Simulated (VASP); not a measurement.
## Lu3F2: single point with PBE

Lu3F2:

```xyz
5
Lattice="4.5492 0.0000 0.0000 0.0000 4.5492 0.0000 0.0000 0.0000 4.5492" Properties=species:S:1:pos:R:3 pbc="T T T"
Lu    2.2746    0.0000    0.0000
Lu    0.0000    2.2746    0.0000
Lu    0.0000    0.0000    2.2746
F     0.0000    0.0000    0.0000
F     2.2746    2.2746    2.2746
```

The cell was generated, and may not be a known phase.

```yaml
Program: VASP 6.6.1
Task: single point
Functional: PBE
Potentials_or_basis: VASP PAW PBE potentials, release 64 (Lu, F)
Cutoff: 520 eV
k_mesh: 4 × 4 × 4
Occupations: gaussian, width 0.1 eV
Spin: no spin polarisation
Dipole_correction: no
Further_INCAR_settings: ALGO = Normal; EDIFF = 1e-06; NBANDS = 52
```

| Item | Value |
| --- | --- |
| Pressure | 10.8 GPa |
| Band gap on the k mesh | zero (an odd number of electrons rules out a gap without spin polarisation) |

Levels at points of the mesh, in eV from the Fermi level:
```csv
k point,band 41,band 42,band 43,band 44,band 45,band 46,band 47,band 48,band 49,band 50
"(0.00, 0.00, 0.00)",-4.26,-4.16,-1.03,-1.03,-1.03,-1.01,-1.01,2.01,3.99,3.99
"(0.50, 0.00, 0.00)",-4.42,-1.43,-1.25,-0.63,0.83,0.84,0.84,1.57,2.22,2.22
"(0.50, 0.50, 0.00)",-4.50,-0.01,-0.01,0.61,0.71,1.24,1.24,1.36,1.36,1.45
"(0.50, 0.50, 0.50)",-4.47,-0.70,-0.70,-0.70,-0.45,1.78,1.78,1.78,3.02,3.02
```

It took 62 s on 1 thread of Intel(R) Xeon(R) Platinum 8488C (Sapphire Rapids), on a shared host, peak memory 0.22 GiB.

Caveat: the cell stands under pressure; spin-orbit coupling is left out, which moves the levels of the heavy elements.
